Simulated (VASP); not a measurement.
Input of a VASP 6.6.1 run:

INCAR

```
SYSTEM = InGa5As6
ALGO     = Normal         ! electronic algorithm
EDIFF    = 1E-6           ! SCF threshold, eV
ENCUT    = 520            ! plane-wave cutoff, eV
GGA      = PE             ! functional
ISIF     = 2              ! what is computed and relaxed
ISMEAR   = 0              ! smearing method
LASPH    = .TRUE.         ! aspherical terms in the spheres
LCHARG   = .FALSE.        ! write CHGCAR
LREAL    = .FALSE.        ! projectors in reciprocal space
LWAVE    = .FALSE.        ! write WAVECAR
NBANDS   = 66             ! bands
NELM     = 60             ! most SCF steps
PREC     = Accurate       ! precision mode
SIGMA    = 0.1            ! smearing width, eV
```

The input KPOINTS:

```
k-points
0
G
  10 10 2
  0 0 0
```

File POSCAR:

```
InGa5As6
1.0
    4.1097933000      0.0000000000      0.0000000000
    0.0000000000      4.1097933000      0.0000000000
    0.0000000000      0.0000000000     17.5117382000
In Ga As
1 5 6
Direct
    0.5000000000      0.5000000000      0.5000000000
    0.0000000000      0.0000000000      0.0000000000
    0.5000000000      0.5000000000      0.1624480000
    0.0000000000      0.0000000000      0.3249870000
    0.0000000000      0.0000000000      0.6750130000
    0.5000000000      0.5000000000      0.8375520000
    0.5000000000      0.0000000000      0.2436620000
    0.0000000000      0.5000000000      0.4055600000
    0.5000000000      0.0000000000      0.5944400000
    0.0000000000      0.5000000000      0.7563380000
    0.5000000000      0.0000000000      0.9187870000
    0.0000000000      0.5000000000      0.0812130000
```

Potentials or basis: VASP PAW PBE potentials, release 64 (In_d, Ga_d, As).

Launch:

```sh
$ cat potpaw_PBE.64/In_d/POTCAR potpaw_PBE.64/Ga_d/POTCAR potpaw_PBE.64/As/POTCAR > POTCAR
$ mpirun -np 1 vasp_std > vasp.out
```

(1) Predict the largest force.

(2) What does it give for the pressure?

(3) What does it give for the band gap on the k mesh?

## Answers

(1) 0.016 eV/Å.

(2) 0.2 GPa.

(3) zero (filled and empty bands touch).

Caveat: semilocal functionals underestimate gaps, and a narrow one can read as zero; spin-orbit coupling is left out, which moves the levels of the heavy elements.
